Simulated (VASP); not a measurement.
BaTe:

```
Ba Te
1.0
     4.89537    0.00000    0.00000
    -2.44769    4.23952    0.00000
     0.00000    0.00000    8.58407
Ba Te
2 2
Direct
  0.00000 0.00000 0.00000
  0.00000 0.00000 0.50000
  0.33333 0.66667 0.25000
  0.66667 0.33333 0.75000
```

Base run:

```yaml
Program: VASP 6.6.1
Functional: r2SCAN
Potentials_or_basis: VASP PAW PBE potentials, release 64 (Ba_sv, Te)
Cutoff: 520 eV
k_mesh: 6 × 6 × 4
Occupations: gaussian, width 0.01 eV
Spin: no spin polarisation
```

Its results: band gap on the k mesh 2.05 eV, indirect (least direct gap 2.10 eV); pressure 0.3 GPa.

**Question.** The run is repeated on the same cell with these changes: functional from r2SCAN to PBE; further incar settings from ALGO = Normal; EDIFF = 1e-07; NBANDS = 24 to ALGO = Normal; EDIFF = 1e-06; NBANDS = 24. What comes out?

**Answer.** Band gap on the k mesh 1.67 eV, indirect (least direct gap 1.72 eV); pressure 0.4 GPa.

Caveats: spin-orbit coupling is left out, which moves the levels of the heavy elements; the PAW data sets were made with another functional, which shifts forces and pressure a little (some runs).

A k mesh can miss the band edges.
